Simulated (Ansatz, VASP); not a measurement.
# One calculation of HfO2, two programs

POSCAR

```
HfO2
1.0
    3.5768243315      0.0000000000      0.0000000000
    0.0000000000      3.5768243315      0.0000000000
    0.0000000000      0.0000000000      4.9425402501
Hf O
2 4
Direct
    0.5000000000      0.5000000000      0.5000000000
    0.0000000000      0.0000000000      0.0000000000
    0.0000000000      0.5000000000      0.6961635355
    0.5000000000      0.0000000000      0.8038364645
    0.5000000000      0.0000000000      0.3038364645
    0.0000000000      0.5000000000      0.1961635355
```

Contents of INCAR.step1:

```
SYSTEM = HfO2
PREC     = Accurate       ! precision mode
ENCUT    = 520            ! plane-wave cutoff, eV
ISMEAR   = 0              ! smearing method
SIGMA    = 0.05           ! smearing width, eV
LREAL    = .False.        ! projectors in reciprocal space
LASPH    = .True.         ! aspherical terms in the spheres
NELM     = 60             ! most SCF steps
NBANDS   = 31             ! bands
GGA      = PE             ! functional
ALGO     = Normal         ! electronic algorithm
EDIFF    = 1E-4           ! SCF threshold, eV
LWAVE    = .True.         ! write WAVECAR
LCHARG   = .False.        ! write CHGCAR
```

The input INCAR.step2:

```
SYSTEM = HfO2
PREC     = Accurate       ! precision mode
ENCUT    = 520            ! plane-wave cutoff, eV
EDIFF    = 1E-6           ! SCF threshold, eV
ISMEAR   = 0              ! smearing method
SIGMA    = 0.05           ! smearing width, eV
LREAL    = .False.        ! projectors in reciprocal space
LASPH    = .True.         ! aspherical terms in the spheres
NELM     = 60             ! most SCF steps
ALGO     = Normal         ! electronic algorithm
ISIF     = 2              ! what is computed and relaxed
LWAVE    = .False.        ! write WAVECAR
LCHARG   = .False.        ! write CHGCAR
METAGGA  = R2SCAN         ! meta-GGA
LMIXTAU  = .True.       
NBANDS   = 31             ! bands
ISTART   = 1
```

Contents of KPOINTS:

```
Automatic mesh
0
Gamma
  6 6 6
  0 0 0
```

Input for Ansatz:

```yaml
crystal:
  lattice:
    - [3.5768243315, 0.0, 0.0]
    - [0.0, 3.5768243315, 0.0]
    - [0.0, 0.0, 4.9425402501]
  atoms:
    - { symbol: Hf, position: [0.5, 0.5, 0.5] }
    - { symbol: Hf, position: [0.0, 0.0, 0.0] }
    - { symbol: O, position: [0.0, 0.5, 0.6961635355] }
    - { symbol: O, position: [0.5, 0.0, 0.8038364645] }
    - { symbol: O, position: [0.5, 0.0, 0.3038364645] }
    - { symbol: O, position: [0.0, 0.5, 0.1961635355] }
basis:
  ecutwfc: 500
kpoints:
  mp_grid: { grid: [6, 6, 6] }
hamiltonian:
  xc: r2scan
scf:
  occupations: { method: gaussian, width: 0.05 }
output:
  forces: true
  stress: true
  eigenvalues: true
```

Change from the starting cell: strain +0.000 along x and y, -0.050 along z, atoms carried along.

Alike in both runs: task single point; functional r2SCAN; k mesh 6 × 6 × 6; occupations gaussian, width 0.05 eV; no spin polarisation.

```csv
,VASP,Ansatz
version,VASP 6.6.1,Ansatz 0.2.0
potentials or method,"VASP PAW PBE potentials, release 64 (Hf_pv, O), cutoff 520 eV","scalar-relativistic, plane waves, PAW"
valence electrons in the cell,44,76
```

|  | VASP | Ansatz | Ansatz less VASP |
| --- | --- | --- | --- |
| gap on the k mesh at the Fermi level (eV) | 4.74 | 4.77 | +0.030 |
| least direct gap on the mesh (eV) | 4.81 | 4.83 | +0.022 |
| pressure (GPa) | 9.7 | 13.6 | +3.95 |
| traceless stress, the component that is largest in VASP (GPa) | 12.86 | 12.45 | -0.409 |
| rms of the force components (eV/Å) | 0.173 | 0.199 | +0.0265 |

VASP's potentials were made for PBE, not for r2SCAN. Atom by atom the forces differ by 0.027 eV/Å (rms over components). One of these differences is far larger than is usual between the two programs; its cause wasn't traced. The functional is the same, so the differences come from potentials, cutoffs and numerics. VASP's potentials hold 44 valence electrons a cell and Ansatz's 76, so a difference there can come from the potentials and not from the codes.

Neither program's run includes spin-orbit coupling.
